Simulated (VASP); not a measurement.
Here is a VASP 6.6.1 calculation.

File INCAR:

```
SYSTEM = Ca
PREC = Accurate
ENCUT = 520
EDIFF = 1E-6
ISMEAR = -1
SIGMA = 0.1
LREAL = .FALSE.
LASPH = .TRUE.
NELM = 60
ALGO = Normal
ISIF = 2
LWAVE = .FALSE.
LCHARG = .TRUE.
GGA = B5
ALDAX = 1.0
AGGAX = 1.0
AGGAC = 1.0
ALDAC = 0.0
LELF = .TRUE.
LVHAR = .TRUE.
NBANDS = 11
```

File KPOINTS:

```
Automatic mesh
0
G
  10 10 10
  0 0 0
```

Contents of POSCAR:

```
Ca
1.0
    3.4223180208      0.0000000000      0.0000000000
    0.0000000000      3.4223180208      0.0000000000
    0.0000000000      0.0000000000      3.4223180208
Ca
1
Direct
    0.0000000000      0.0000000000      0.0000000000
```

Potentials or basis: VASP PAW PBE potentials, release 64 (Ca_sv).

Run with:

```bash
$ cat potpaw_PBE.64/Ca_sv/POTCAR > POTCAR
$ mpirun -np 1 vasp_std > vasp.out
```

Problem. Predict the pressure.

Solution. 1.3 GPa.

Problem. What does it give for the band gap on the k mesh?

Solution. Zero (band 5 reaches 3.04 eV, above the bottom of band 6 at 2.11 eV).

Caveat: the PAW data sets were made with another functional, which shifts forces and pressure a little.
